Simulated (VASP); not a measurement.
**Sr2MoWO6: single point with r2SCAN**

Crystal: Sr2MoWO6.

```
CELL_PARAMETERS angstrom
0.00037 5.53123 0.00000
5.53176 0.00000 0.00000
2.76416 2.76498 -3.93476
ATOMIC_POSITIONS crystal
Sr 0.24997 0.75011 0.49998
Sr 0.75003 0.24989 0.50002
Mo 0.00000 0.00000 0.00000
W 0.50000 0.50000 0.00000
O 0.25224 0.25209 0.49500
O 0.74776 0.74791 0.50500
O 0.23285 0.27285 0.99998
O 0.76715 0.72715 0.00002
O 0.27275 0.76706 0.00023
O 0.72725 0.23294 0.99977
```

* Program: VASP 6.6.1
* Task: single point
* Functional: r2SCAN
* Potentials or basis: VASP PAW PBE potentials, release 64 (Sr_sv, Mo_sv, W_sv, O)
* Cutoff: 520 eV
* k mesh: 4 × 4 × 5, shifted
* Occupations: fermi-dirac, width 0.03 eV
* Spin: no spin polarisation

```json
{"Pressure": "11.4 GPa", "Largest force": "0.141 eV/Å", "Band gap on the k mesh": "zero (bands 42 and 43 overlap by 1.95 eV)"}
```

Forces in eV/Å, atoms in the order of the input:
```
Sr   0.001  0.000 -0.003
Sr  -0.001  0.000  0.003
Mo   0.000  0.000  0.000
W    0.000  0.000  0.000
O    0.000 -0.001 -0.127
O    0.000  0.001  0.127
O   -0.089 -0.109  0.000
O    0.089  0.109  0.000
O    0.109 -0.089  0.004
O   -0.109  0.089 -0.004
```

Stress tensor (GPa, compression positive):
```
12.30 -0.02 -0.19
-0.02 12.32 -0.14
-0.19 -0.14  9.46
```

Levels at points of the mesh, in eV from the Fermi level:
| k point | band 38 | band 39 | band 40 | band 41 | band 42 | band 43 | band 44 | band 45 | band 46 | band 47 |
| --- | --- | --- | --- | --- | --- | --- | --- | --- | --- | --- |
| (0.12, 0.12, 0.10) | -4.38 | -4.37 | -4.21 | -1.88 | -1.43 | -1.39 | 1.91 | 2.00 | 2.24 | 2.29 |

Run time: 11 min on 1 thread of Intel(R) Xeon(R) Platinum 8559C (Emerald Rapids), on a shared host, peak memory 0.45 GiB.

Caveat: the cell stands under pressure; the PAW data sets were made with another functional, which shifts forces and pressure a little; spin-orbit coupling is left out, which moves the levels of the heavy elements.
